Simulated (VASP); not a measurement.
SnTe: single point with r2SCAN

SnTe:

```
CELL_PARAMETERS angstrom
0.00000 3.18933 3.22122
3.18933 0.00000 3.22122
3.18933 3.18933 0.00000
ATOMIC_POSITIONS crystal
Sn 0.00000 0.00000 0.00000
Te 0.50000 0.50000 0.50000
```

This cell differs from its parent crystal: uniaxial z strain +1.0%.

| Item | Value |
| --- | --- |
| Program | VASP 6.6.1 |
| Task | single point |
| Functional | r2SCAN |
| Potentials or basis | VASP PAW PBE potentials, release 64 (Sn_d, Te) |
| Cutoff | 520 eV |
| k mesh | 8 × 8 × 8 |
| Occupations | fermi-dirac, width 0.02 eV |
| Spin | no spin polarisation |

```yaml
Pressure: -0.5 GPa
Band_gap_on_the_k_mesh: 0.16 eV
```

Stress tensor (GPa, compression positive):
```
-0.14  0.00  0.00
 0.00 -0.14  0.00
 0.00  0.00 -1.28
```

Levels at points of the mesh, in eV from the valence-band top:
| k point | band 8 | band 9 | band 10 | band 11 | band 12 | band 13 |
| --- | --- | --- | --- | --- | --- | --- |
| (0.00, 0.00, 0.00) | -2.36 | -2.36 | -2.25 | 3.20 | 3.45 | 3.45 |
| (0.50, 0.00, 0.00) | -1.98 | -1.96 | 0.00 | 0.16 | 0.37 | 0.40 |
| (0.50, 0.50, 0.00) | -5.60 | -3.84 | -3.84 | 2.55 | 4.94 | 4.94 |
| (0.50, 0.00, 0.50) | -5.62 | -3.92 | -3.81 | 2.52 | 4.77 | 5.03 |

Wall time 3.7 min on 1 thread of Intel(R) Xeon(R) Platinum 8259CL CPU @ 2.50GHz (Skylake/Cascade Lake) (shared host), peak memory 0.26 GiB.

Caveat: the cell differs from its parent crystal (uniaxial z strain +1.0%); the PAW data sets were made with another functional, which shifts forces and pressure a little; spin-orbit coupling is left out, which moves the levels of the heavy elements. A k mesh can miss the band edges.
